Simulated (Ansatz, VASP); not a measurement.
## Sn: VASP and Ansatz over several settings

```
CELL_PARAMETERS angstrom
-1.98777 1.98777 1.62686
1.98777 -1.98777 1.62686
1.98777 1.98777 -1.62686
ATOMIC_POSITIONS crystal
Sn 0.00000 0.00000 0.00000
```

Single points on this cell with VASP 6.6.1 and Ansatz 0.2.0. Each row is one pair of runs. Alike in all rows: spin: off; smearing: fermi-dirac, width 0.05 eV.

```tsv
level	k mesh	VASP's potentials, cutoff	Ansatz's potentials, cutoff	gap on the k mesh at the Fermi level (eV), VASP	gap on the k mesh at the Fermi level (eV), Ansatz	pressure (GPa), VASP	pressure (GPa), Ansatz
HSE06	6 × 6 × 6	VASP PAW PBE potentials, release 64 (Sn_d), 520 eV	Ansatz PAW, 420 eV	none	none	3.6	3.6
LDA	10 × 10 × 10	VASP PAW LDA potentials, release 64 (Sn_d), 520 eV	Ansatz PAW, 420 eV	none	none	-0.1	-0.1
r2SCAN	10 × 10 × 10	VASP PAW PBE potentials, release 64 (Sn_d), 520 eV	Ansatz PAW, 500 eV	none	none	3.1	3.1
```

Pressure (GPa): the two programs differ by at most 0.03.

A gap of «none» marks a metal or a gap that the smearing closes.

The k mesh is coarse in some rows, so the values compare programs but aren't converged.
